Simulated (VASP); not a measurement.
Runs of VASP 6.6.1 on CdF2. The structure is that of space group Fm-3m (No. 225), or close to it. The cells are those of the table. 

```csv
task,cell,gap on the mesh (eV),pressure (GPa),largest force (eV/Å)
electric field gradients,"a = 3.823 Å, angles 60.0°, 3 atoms",2.76,-5.7,-
single point,"a = 3.732 Å, angles 60.0°, 3 atoms",3.01,2.7,-
electric field gradients,"a = 3.784 Å, angles 60.0°, 3 atoms",2.87,-2.5,-
single point,"a = 3.829, b = 3.829, c = 3.848 Å, angles 59.8, 59.8, 60.3°, 3 atoms",2.72,(b),-
single point,"a = 3.791, b = 3.791, c = 3.772 Å, angles 60.2, 60.2, 59.7°, 3 atoms",2.86,-2.5,-
electric field gradients,"a = 3.772 Å, angles 61.3°, 3 atoms",2.80,-4.6,0.06
single point,"a = 3.791 Å, angles 60.7°, 3 atoms",2.80,-4.7,0.03
single point,"a = 3.772 Å, angles 61.3°, 3 atoms",2.80,-4.6,0.06
electric field gradients,"a = 3.860 Å, angles 60.0°, 3 atoms",(a),(c),-
single point,"a = 3.829 Å, angles 59.3°, 3 atoms",2.80,-4.7,0.02
electric field gradients,"a = 3.829 Å, angles 59.3°, 3 atoms",2.80,-4.7,0.02
```

Alike in all rows: level LDA; potentials or basis VASP PAW LDA potentials, release 64 (Cd, F); no spin polarisation; k mesh 8 × 8 × 8; cutoff (eV) 520; smearing fermi-dirac 0.02 eV.

Q: Estimate the missing entries.

A: (a) 2.66; (b) -6.7; (c) -8.4.

Caveats: the cell stands under tension (at least some runs).

A k mesh can miss the band edges, and the runs leave out spin-orbit coupling on Cd.
